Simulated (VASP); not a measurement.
Crystal: Hf.

```
Hf
1.0
     3.19670    0.00000    0.00000
    -1.59835    2.76842    0.00000
     0.00000    0.00000    5.05780
Hf
2
Direct
  0.33333 0.66667 0.25000
  0.66667 0.33333 0.75000
```

- Program: VASP 6.6.1
- Task: relaxation of cell and atoms
- Functional: PBE
- Dispersion: D3(BJ)
- Potentials or basis: VASP PAW PBE potentials, release 64 (Hf_pv)
- Cutoff: 500 eV
- k mesh: 13 × 13 × 7
- Occupations: fermi-dirac, width 0.15 eV
- Spin: no spin polarisation

At the start: pressure -2.9 GPa; volume 22.38 Å³/atom.

How do energy, volume and symmetry change on relaxing?

Over 9 steps the energy falls by 5.4 meV/atom and the volume is 21.79 Å³/atom (-2.6 %); space group P6_3/mmc (No. 194, to 0.1 Å) before and after.

The path:
```tsv
step	energy change (eV)	largest force (eV/Å)	pressure (GPa)	volume (Å³)
1	0.0000	0.0000	-2.86	44.76
2	0.0048	0.0000	3.77	42.22
3	-0.0108	0.0000	-0.01	43.59
4	-0.0108	0.0000	0.06	43.56
5	-0.0108	0.0000	0.05	43.56
6	-0.0108	0.0000	0.05	43.56
7	-0.0108	0.0000	0.05	43.56
8	-0.0108	0.0000	-0.06	43.60
9	-0.0108	0.0000	0.01	43.58
```

Final structure:
```xyz
2
Lattice="3.1651 0.0000 0.0000 -1.5826 2.7411 0.0000 0.0000 0.0000 5.0232" Properties=species:S:1:pos:R:3 pbc="T T T"
Hf    0.0000    1.8274    1.2558
Hf    1.5826    0.9137    3.7674
```
